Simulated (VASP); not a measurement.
# Al (P6_3/mmc) in VASP: notebook

The runs below take Al through single point, with PBE+D3(BJ).

Everything below comes from runs of VASP 6.6.1. Logs are shortened: lines on timing, memory, paths and dates and some standing lists are left out, and cuts for length are marked.

### Step 1. The cell of the first run

It takes space group P6_3/mmc (No. 194, hexagonal). Conventional cell: a = 2.800 Å, b = 2.800 Å, c = 9.492 Å, α = 90.00°, β = 90.00°, γ = 120.00°. Al (site symmetry -3m) has 12 Al at 2.80 to 2.87 Å within 3.7 Å. Within 3.7 Å of Al (site symmetry -6m2) lie 12 Al at 2.80 to 2.87 Å.

This isn't the form of Al at room conditions, which is fcc.

### Step 2. Single point, PBE+D3(BJ) (16.11 Å³/atom)

File INCAR:

```
SYSTEM = Al
PREC = Accurate
ENCUT = 520
EDIFF = 1E-7
ISMEAR = 0
SIGMA = 0.15
LREAL = .FALSE.
LASPH = .TRUE.
NELM = 60
ALGO = Fast
ISIF = 2
LWAVE = .FALSE.
LCHARG = .FALSE.
GGA = PE
IVDW = 12
NBANDS = 14
```

File KPOINTS:

```
regular mesh
0
G
  18 18 6
  0 0 0
```

File POSCAR:

```
Al
1.0
    2.7996385367      0.0000000000      0.0000000000
   -1.3998192683      2.4245580942      0.0000000000
    0.0000000000      0.0000000000      9.4916145309
Al
4
Direct
    0.0000000000      0.0000000000      0.0000000000
    0.3333333333      0.6666666667      0.2500000000
    0.0000000000      0.0000000000      0.5000000000
    0.6666666667      0.3333333333      0.7500000000
```

Potentials or basis: VASP PAW PBE potentials, release 64 (Al).

Started as:

```console
> cat potpaw_PBE.64/Al/POTCAR > POTCAR
> mpirun -np 1 vasp_std > vasp.out
```

OUTCAR:

```text
SYSTEM = Al
   PREC = Accurate
   ENCUT = 520
   EDIFF = 1E-7
   ISMEAR = 0
   LREAL = .FALSE.
   LASPH = .TRUE.
   NELM = 60
   ISIF = 2
   GGA = PE
   IVDW = 12
 IVDW          = 12

 ion  position               nearest neighbor table
   1  0.000  0.000  0.000-   2 2.87   4 2.87   2 2.87   4 2.87   4 2.87   2 2.87
   2  0.333  0.667  0.250-   1 2.87   3 2.87   1 2.87   3 2.87   1 2.87   3 2.87
   3  0.000  0.000  0.500-   2 2.87   4 2.87   2 2.87   4 2.87   4 2.87   2 2.87
   4  0.667  0.333  0.750-   1 2.87   3 2.87   1 2.87   3 2.87   1 2.87   3 2.87

  LATTYP: Found a hexagonal cell.
 ALAT       =     2.7996385367
 C/A-ratio  =     3.3903000000

  Lattice vectors:

 A1 = (   2.7996385367,   0.0000000000,   0.0000000000)
 A2 = (  -1.3998192683,   2.4245580942,   0.0000000000)
 A3 = (   0.0000000000,   0.0000000000,   9.4916145309)

Analysis of symmetry for initial positions (statically):
=====================================================================
 Subroutine PRICEL returns:
 Original cell was already a primitive cell.

 Routine SETGRP: Setting up the symmetry group for a
 hexagonal supercell.

 Subroutine GETGRP returns: Found 24 space group operations
 (whereof 12 operations were pure point group operations)
 out of a pool of 24 trial point group operations.

The static configuration has the point symmetry D_3d.
 The point group associated with its full space group is D_6h.

Analysis of symmetry for dynamics (positions and initial velocities):
=====================================================================
 Subroutine PRICEL returns:
 Original cell was already a primitive cell.

 Routine SETGRP: Setting up the symmetry group for a
 hexagonal supercell.

 Subroutine GETGRP returns: Found 24 space group operations
 (whereof 12 operations were pure point group operations)
 out of a pool of 24 trial point group operations.

The dynamic configuration has the point symmetry D_3d.
 The point group associated with its full space group is D_6h.

 Subroutine INISYM returns: Found 24 space group operations
 (whereof 12 operations are pure point group operations),
 and found     1 'primitive' translations

----------------------------------------------------------------------------------------

                                     Primitive cell

  volume of cell :      64.4280

  direct lattice vectors                    reciprocal lattice vectors
     2.799638537  0.000000000  0.000000000     0.357188968  0.206223147  0.000000000
    -1.399819268  2.424558094  0.000000000     0.000000000  0.412446294  0.000000000
     0.000000000  0.000000000  9.491614531     0.000000000  0.000000000  0.105356154

  length of vectors
     2.799638537  2.799638537  9.491614531     0.412446294  0.412446294  0.105356154

  position of ions in fractional coordinates (direct lattice)
     0.000000000  0.000000000  0.000000000
     0.333333333  0.666666667  0.250000000
     0.000000000  0.000000000  0.500000000
     0.666666667  0.333333333  0.750000000

  ion indices of the primitive-cell ions
   primitive index   ion index
                 1           1
                 2           2
                 3           3
                 4           4

----------------------------------------------------------------------------------------

 KPOINTS: regular mesh

Automatic generation of k-mesh.
 Grid dimensions read from file:
 generate k-points for:   18   18    6

 Generating k-lattice:

  Cartesian coordinates                     Fractional coordinates (reciprocal lattice)
     0.019843832  0.011456841  0.000000000     0.055555556 -0.000000000  0.000000000
     0.000000000  0.022913683  0.000000000     0.000000000  0.055555556  0.000000000
     0.000000000  0.000000000  0.017559359     0.000000000  0.000000000  0.166666667

  Length of vectors
     0.022913683  0.022913683  0.017559359

  Shift w.r.t. Gamma in fractional coordinates (k-lattice)
     0.000000000  0.000000000  0.000000000

 Subroutine IBZKPT returns following result:
 ===========================================

 Found    148 irreducible k-points:

 Following reciprocal coordinates:
            Coordinates               Weight
  0.000000  0.000000  0.000000      1.000000
  0.055556 -0.000000  0.000000      6.000000
  0.111111 -0.000000  0.000000      6.000000
  0.166667 -0.000000  0.000000      6.000000
  0.222222 -0.000000  0.000000      6.000000
  0.277778 -0.000000  0.000000      6.000000
[... 16 lines left out ...]
  0.333333  0.111111  0.000000     12.000000
  0.388889  0.111111  0.000000     12.000000
 [... further k-points ...]
   k-points           NKPTS =    148   k-points in BZ     NKDIM =    148   number of bands    NBANDS=     14
   number of dos      NEDOS =    301   number of ions     NIONS =      4
   total plane-waves  NPLWV =  41472
   dimension x,y,z NGX =    24 NGY =   24 NGZ =   72
   dimension x,y,z NGXF=    48 NGYF=   48 NGZF=  144
   ions per type =               4
   NGX,Y,Z   is equivalent  to a cutoff of  14.25, 14.25, 12.61 a.u.
   NGXF,Y,Z  is equivalent  to a cutoff of  28.50, 28.50, 25.22 a.u.
 SYSTEM =  Al
   PREC   = accura    normal or accurate (medium, high low for compatibility)
   ISTART =      0    job   : 0-new  1-cont  2-samecut
   ICHARG =      2    charge: 1-file 2-atom 10-const
   ISPIN  =      1    spin polarized calculation?
   LNONCOLLINEAR =      F non collinear calculations
   LSORBIT =      F    spin-orbit coupling
   LASPH  =      T    aspherical Exc in radial PAW
   ENCUT  =  520.0 eV  38.22 Ry    6.18 a.u.   5.21  5.21 17.65*2*pi/ulx,y,z
   NELM   =     60;   NELMIN=  2; NELMDL= -5     # of ELM steps
   EDIFF  = 0.1E-06   stopping-criterion for ELM
   LREAL  =      F    real-space projection
   EDIFFG = 0.1E-05   stopping-criterion for IOM
   NSW    =      0    number of steps for IOM
   IBRION =     -1    ionic relax: 0-MD 1-quasi-New 2-CG
   NFREE  =      0    steps in history (QN), initial steepest desc. (CG)
   ISIF   =      2    stress and relaxation
   ISYM   =      2    0-nonsym 1-usesym 2-fastsym
   POTIM  = 0.5000    time-step for ionic-motion
   TEBEG  =    0.0;   TEEND  =   0.0 temperature during run
   PSTRESS=    0.0 pullay stress
   NELECT =      12.0000    total number of electrons
   NUPDOWN=      -1.0000    fix difference up-down
   EMIN   =  10.00;   EMAX   =-10.00  energy-range for DOS
   EFERMI =   0.00;   METHOD = LEGACY
   ISMEAR =     0;   SIGMA  =   0.15  broadening in eV -4-tet -1-fermi 0-gaus
   EFERMI_NEDOS =   21; number of points for ismear=-14 and -15
   IALGO  =     68    algorithm
   IMIX   =      4    mixing-type and parameters
     AMIX     =   0.40;   BMIX     =  1.00
     AMIX_MAG =   1.60;   BMIX_MAG =  1.00
  volume/ion in A,a.u.               =      16.11       108.70
  Fermi-wavevector in a.u.,A,eV,Ry     =   0.934926  1.766753 11.892659  0.874086
  Thomas-Fermi vector in A             =   2.061780
   LORBIT       =      0    0 simple, 1 ext, 2 COOP (PROOUT), +10 PAW based schemes
   GGA     = PE    functional components
   LHFCALC =     F    Hartree Fock is set to
   AEXX    =    0.0000 exact exchange contribution
   IVDW    =    12    specifies the selected vdW correction
   LEPSILON=     F    determine dielectric tensor
   LRPA    =     F    only Hartree local field effects (RPA)
 non-spin polarized calculation
 RMM-DIIS sequential band-by-band and
 Gauss-broadening in eV      SIGMA  =   0.15
  energy-cutoff  :      520.00
  volume of cell :       64.43
 maximum number of plane-waves:      1750
 NGX is ok and might be reduce to    24
   NGX = 11   NGY = 11   NGZ = 35

 number of electron      12.0000000 magnetization

 Free energy of the ion-electron system (eV)
  ---------------------------------------------------
  ext. energy  EPLUGINS =         0.00000000
  ---------------------------------------------------
  free energy    TOTEN  =       -14.91631152 eV

  energy without entropy =      -14.89565456  energy(sigma->0) =      -14.90598304

 E-fermi :   8.2458     XC(G=0): -10.2841

 val. band max:        8.2373034326   @ k =   0.3333   0.2222   0.5000
 cond. band min:       8.2494779881   @ k =   0.3333   0.2778   0.0000
 fundamental gap:      0.0121745555
 Fermi energy:         8.2457716430

 k-point     1 :       0.0000    0.0000    0.0000
  band No.  band energies     occupation
      1      -3.0505      2.00000
      2      -1.4204      2.00000
      3      -1.4142      2.00000
      4       3.3724      2.00000
      5       3.3805      2.00000
      6      11.0495      0.00000
      7      11.0580      0.00000
      8      19.7004      0.00000
      9      19.7004      0.00000
     10      19.8035      0.00000
     11      19.8035      0.00000
     12      20.0640      0.00000
     13      20.7008      0.00000
     14      20.7029      0.00000

 k-point     2 :       0.0556   -0.0000    0.0000
  band No.  band energies     occupation
      1      -2.9728      2.00000
      2      -1.3436      2.00000
      3      -1.3374      2.00000
      4       3.4445      2.00000
      5       3.4564      2.00000
      6      11.1144      0.00000
      7      11.1244      0.00000
      8      17.9710      0.00000
      9      18.6298      0.00000
     10      19.2070      0.00000
     11      19.3308      0.00000
     12      19.7953      0.00000
     13      19.9603      0.00000
     14      19.9748      0.00000
[... 343 lines left out ...]
      1       0.9308      2.00000
      2       2.5108      2.00000
      3       2.5128      2.00000
      4       6.0697      2.00000
      5       7.0399      2.00000
      6       7.2932      2.00000
      7       7.9502      1.99468
      8       8.1224      1.75505
      9      11.3074      0.00000
     10      12.3002      0.00000
     11      12.6305      0.00000
     12      12.9911      0.00000
     13      13.3958      0.00000
     14      15.0588      0.00000

 k-point    24 :       0.3889    0.1111    0.0000
  band No.  band energies     occupation
      1       2.0560      2.00000
      2       3.6039      2.00000
      3       3.6088      2.00000
      4       4.6977      2.00000
      5       6.3062      2.00000
      6       6.3116      2.00000
      7       8.2602      0.89160
      8       8.4783      0.02836
      9      10.5936      0.00000
     10      10.8540      0.00000
     11      11.9056      0.00000
     12      12.8183      0.00000
     13      13.0985      0.00000
     14      15.9688      0.00000

 [... further k-points ...]

------------------------ aborting loop because EDIFF is reached ----------------------------------------

 Edisp (eV)   -1.37951

 E8    (eV) :    -0.6171

  FORCE on cell =-STRESS in cart. coord.  units (eV):
  Direction    XX          YY          ZZ          XY          YZ          ZX
  --------------------------------------------------------------------------------------
  -------------------------------------------------------------------------------------
  Total      -0.08582    -0.08582    -1.28362    -0.00000     0.00000     0.00000
  in kB      -2.13420    -2.13420   -31.92067    -0.00000     0.00000     0.00000
  external pressure =      -12.06 kB  Pullay stress =        0.00 kB

 VOLUME and BASIS-vectors are now :
 -----------------------------------------------------------------------------
  energy-cutoff  :      520.00
  volume of cell :       64.43
      direct lattice vectors                 reciprocal lattice vectors
     2.799638537  0.000000000  0.000000000     0.357188968  0.206223147  0.000000000
    -1.399819268  2.424558094  0.000000000     0.000000000  0.412446294  0.000000000
     0.000000000  0.000000000  9.491614531     0.000000000  0.000000000  0.105356154

 POSITION                                       TOTAL-FORCE (eV/Angst)
 -----------------------------------------------------------------------------------
      0.00000      0.00000      0.00000         0.000000      0.000000      0.000000
     -0.00000      1.61637      2.37290        -0.000000     -0.000000     -0.000000
      0.00000      0.00000      4.74581        -0.000000      0.000000      0.000000
      1.39982      0.80819      7.11871         0.000000      0.000000      0.000000
 -----------------------------------------------------------------------------------
    total drift:                               -0.000000      0.000000      0.000000

  FREE ENERGIE OF THE ION-ELECTRON SYSTEM (eV)
  ---------------------------------------------------
  free  energy   TOTEN  =       -16.2958179387 eV

  energy  without entropy=      -16.2751609803  energy(sigma->0) =      -16.28548946
```

Run time: 48 s. Hardware: 1 thread of Intel Xeon 6975P-C (Granite Rapids), shared host; peak memory 0.26 GiB.

Results:

```
Free energy                : -16.2958 eV
Pressure                   : -1.2 GPa
Band gap on the k mesh     : zero (bands 6 and 7 overlap by 4.94 eV)
Dispersion energy per atom : -0.345 eV
```

### Step 3. Single point, PBE+D3(BJ) (16.11 Å³/atom)

File INCAR:

```
SYSTEM = Al
PREC = Accurate ; ENCUT = 520
EDIFF = 1E-6 ; ISMEAR = 0
SIGMA = 0.15 ; LREAL = .False.
LASPH = .True. ; NELM = 80
ALGO = Fast ; ISIF = 2
LWAVE = .False. ; LCHARG = .True.
GGA = PE ; IVDW = 12
LELF = .True. ; LVHAR = .True.
NBANDS = 14
```

File KPOINTS:

```
Automatic mesh
0
Gamma
  18 18 6
  0 0 0
```

File POSCAR:

```
Al
1.0
    2.7698669352      0.0000000000      0.0000000000
   -1.3849334676      2.3987751310      0.0000000000
    0.0000000000      0.0000000000      9.6967501668
Al
4
Direct
    0.0000000000      0.0000000000      0.0000000000
    0.3333333333      0.6666666667      0.2500000000
    0.0000000000      0.0000000000      0.5000000000
    0.6666666667      0.3333333333      0.7500000000
```

Potentials or basis: VASP PAW PBE potentials, release 64 (Al).

Started as:

```console
> cat potpaw_PBE.64/Al/POTCAR > POTCAR
> mpirun -np 1 vasp_std > vasp.out
```

It took 42 s on 1 thread of Intel Xeon 6975P-C (Granite Rapids), shared host; peak memory 0.26 GiB.

Results (log left out):

```
Free energy                : -16.2643 eV
Pressure                   : -0.8 GPa
Band gap on the k mesh     : zero (bands 6 and 7 overlap by 4.51 eV)
Dispersion energy per atom : -0.345 eV
```

Stress tensor (GPa, compression positive):
```
 0.81  0.00  0.00
 0.00  0.81  0.00
 0.00  0.00 -3.98
```

Levels at points of the mesh, in eV from the Fermi level:
```csv
k point,band 3,band 4,band 5,band 6,band 7,band 8,band 9,band 10
"(0.00, 0.00, 0.00)",-9.72,-5.24,-5.01,2.25,2.25,11.18,11.97,11.97
"(0.50, 0.00, 0.00)",-3.84,-3.84,-3.14,-3.14,0.79,0.83,1.20,1.23
"(0.00, 0.00, 0.50)",-7.79,-7.79,-1.76,-1.76,6.83,6.83,12.25,12.25
"(0.50, 0.00, 0.50)",-4.61,-4.61,-1.89,-1.89,-1.23,-1.23,4.03,4.03
```
